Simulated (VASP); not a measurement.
Here is a VASP 6.6.1 calculation.

Contents of INCAR:

```
ALGO = Normal
EDIFF = 1E-7
ENCUT = 520
GGA = PS
ISIF = 2
ISMEAR = -1
LASPH = True
LCHARG = False
LREAL = False
LWAVE = False
NBANDS = 28
NELM = 60
PREC = Accurate
SIGMA = 0.05
```

Contents of KPOINTS:

```
k-points
0
Gamma
  7 7 7
```

The input POSCAR:

```
Ti3Al
1.0
    0.0000000000      3.1881029295      3.1881029295
    3.1881029295      0.0000000000      3.1881029295
    3.1881029295      3.1881029295      0.0000000000
Ti Al
3 1
Direct
    0.0000000000      0.0000000000      0.0000000000
    0.2500000000      0.2500000000      0.2500000000
    0.7500000000      0.7500000000      0.7500000000
    0.5000000000      0.5000000000      0.5000000000
```

Potentials or basis: VASP PAW PBE potentials, release 64 (Ti_sv, Al).

Run with:

```sh
$ cat potpaw_PBE.64/Ti_sv/POTCAR potpaw_PBE.64/Al/POTCAR > POTCAR
$ mpirun -np 1 vasp_std > vasp.out
```

Predict the pressure.

-0.4 GPa.

Predict the band gap on the k mesh.

zero (an odd number of electrons rules out a gap without spin polarisation).

Caveat: the PAW data sets were made with another functional, which shifts forces and pressure a little.
